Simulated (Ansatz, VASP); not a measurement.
Ge in VASP and in Ansatz

INCAR

```
SYSTEM = Ge
PREC = Accurate ; ENCUT = 520
EDIFF = 1E-7 ; ISMEAR = 0
SIGMA = 0.15 ; LREAL = .False.
LASPH = .True. ; NELM = 80
ALGO = Normal ; ISIF = 2
LWAVE = .False. ; LCHARG = .True.
GGA = PS ; LELF = .True.
LVHAR = .True. ; NBANDS = 21
```

KPOINTS

```
Automatic mesh
0
Gamma
  20 20 20
  0 0 0
```

File POSCAR:

```
Ge
1.0
   -2.5744897190      2.5744897190      1.4183738328
    2.5744897190     -2.5744897190      1.4183738328
    2.5744897190      2.5744897190     -1.4183738328
Ge
2
Direct
    0.2500000000      0.7500000000      0.5000000000
    0.5000000000      0.5000000000      0.0000000000
```

Input for Ansatz:

```yaml
crystal:
  lattice:
    - [-2.574489719, 2.574489719, 1.4183738328]
    - [2.574489719, -2.574489719, 1.4183738328]
    - [2.574489719, 2.574489719, -1.4183738328]
  atoms:
    - { symbol: Ge, position: [0.25, 0.75, 0.5] }
    - { symbol: Ge, position: [0.5, 0.5, 0.0] }
basis:
  ecutwfc: 420
kpoints:
  mp_grid: { grid: [20, 20, 20] }
hamiltonian:
  xc: pbesol
scf:
  occupations: { method: gaussian, width: 0.15 }
output:
  forces: true
  stress: true
  eigenvalues: true
```

Change from the starting cell: strain +0.000 along x and y, +0.015 along z, atoms carried along.

Alike in both runs: task single point; functional PBEsol; k mesh 20 × 20 × 20; occupations gaussian, width 0.15 eV; no spin polarisation.

```csv
,VASP,Ansatz
version,VASP 6.6.1,Ansatz 0.2.0
potentials or method,"VASP PAW PBE potentials, release 64 (Ge_d), cutoff 520 eV","scalar-relativistic, plane waves, PAW"
valence electrons in the cell,28,28
```

Ansatz gave:

```
gap on the k mesh at the Fermi level (eV)                     : none
pressure (GPa)                                                : -1.8
traceless stress, the component that is largest in VASP (GPa) : 0.07
```

**Question.** Which values does VASP return?

**Answer.** gap on the k mesh at the Fermi level (eV): none; pressure (GPa): -1.9; traceless stress, the component that is largest in VASP (GPa): 0.08.

VASP's potentials were made for PBE, not for PBEsol. A gap of «none» marks a metal or a gap that the smearing closes.
